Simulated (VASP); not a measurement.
The system is Cs3GaF6 (mix).

```
Cs Ga F
1.0
     0.00000    4.72390    4.72390
     4.72390    0.00000    4.72390
     4.72390    4.72390    0.00000
Cs Ga F
3 1 6
Cartesian
  7.0859 7.0859 7.0859
  2.3620 2.3620 2.3620
  0.0000 0.0000 0.0000
  4.7239 4.7239 4.7239
  6.6465 4.7239 4.7239
  4.7239 6.6465 4.7239
  2.8013 4.7239 4.7239
  4.7239 2.8013 4.7239
  4.7239 4.7239 6.6465
  4.7239 4.7239 2.8013
```

```yaml
Program: VASP 6.6.1
Task: relaxation of cell and atoms
Functional: PBEsol
Potentials_or_basis: VASP PAW PBE potentials, release 64 (Cs_sv, Ga_d, F)
Cutoff: 600 eV
k_mesh: 4 × 4 × 4
Occupations: gaussian, width 0.02 eV
Spin: no spin polarisation
```

At the start: pressure -1.1 GPa; volume 21.08 Å³/atom.

Question: Where does the relaxation end?

Answer: Over 8 steps the energy falls by 2.2 meV/atom and the volume is 20.42 Å³/atom (-3.1 %); space group Fm-3m (No. 225, to 0.05 Å).

The path:
```csv
step,energy change (eV),largest force (eV/Å),pressure (GPa),volume (Å³)
1,0.0000,0.0574,-1.13,210.83
2,-0.0164,0.1547,-0.07,206.34
3,-0.0164,0.1516,-0.09,206.41
4,-0.0213,0.0700,-0.02,205.14
5,-0.0225,0.0072,0.03,204.17
6,-0.0225,0.0038,0.03,204.12
7,-0.0225,0.0041,-0.04,204.28
8,-0.0225,0.0014,0.00,204.23
```

Final structure:
```cif
data_structure
_symmetry_space_group_name_H-M 'P 1'
_symmetry_Int_Tables_number 1
_cell_length_a 6.6101
_cell_length_b 6.6101
_cell_length_c 6.6101
_cell_angle_alpha 60.000
_cell_angle_beta 60.000
_cell_angle_gamma 60.000
_cell_volume 204.23
loop_
_atom_site_label
_atom_site_type_symbol
_atom_site_fract_x
_atom_site_fract_y
_atom_site_fract_z
_atom_site_occupancy
Cs1 Cs 0.75000 0.75000 0.75000 1
Cs2 Cs 0.25000 0.25000 0.25000 1
Cs3 Cs 0.00000 0.00000 0.00000 1
Ga1 Ga 0.50000 0.50000 0.50000 1
F1 F 0.29548 0.70452 0.70452 1
F2 F 0.70452 0.29548 0.70452 1
F3 F 0.70452 0.29548 0.29548 1
F4 F 0.29548 0.70452 0.29548 1
F5 F 0.70452 0.70452 0.29548 1
F6 F 0.29548 0.29548 0.70452 1
```

Caveat: the PAW data sets were made with another functional, which shifts forces and pressure a little.
